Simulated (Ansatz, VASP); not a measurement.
# Al in VASP and in Ansatz

```xyz
4
Lattice="2.6941 0.0000 0.0000 -1.3470 2.3331 0.0000 0.0000 0.0000 9.2814" Properties=species:S:1:pos:R:3 pbc="T T T"
Al    0.0000    0.0000    0.0000
Al    0.0000    1.5554    2.3203
Al    0.0000    0.0000    4.6407
Al    1.3470    0.7777    6.9610
```

Alike in both runs: task single point; functional PBE; dispersion D3(BJ); k mesh 18 × 18 × 6; occupations gaussian, width 0.15 eV; no spin polarisation.

|  | VASP | Ansatz |
| --- | --- | --- |
| version | VASP 6.6.1 | Ansatz 0.2.0 |
| potentials or method | VASP PAW PBE potentials, release 64 (Al), cutoff 520 eV | scalar-relativistic, plane waves, PAW |
| valence electrons in the cell | 12 | 12 |

|  | VASP | Ansatz | Ansatz less VASP |
| --- | --- | --- | --- |
| gap on the k mesh at the Fermi level (eV) | none | none | - |
| pressure (GPa) | 9.0 | 9.0 | +0.02 |
| traceless stress, the component that is largest in VASP (GPa) | -4.20 | -4.20 | -0.002 |

A gap of «none» marks a metal or a gap that the smearing closes.
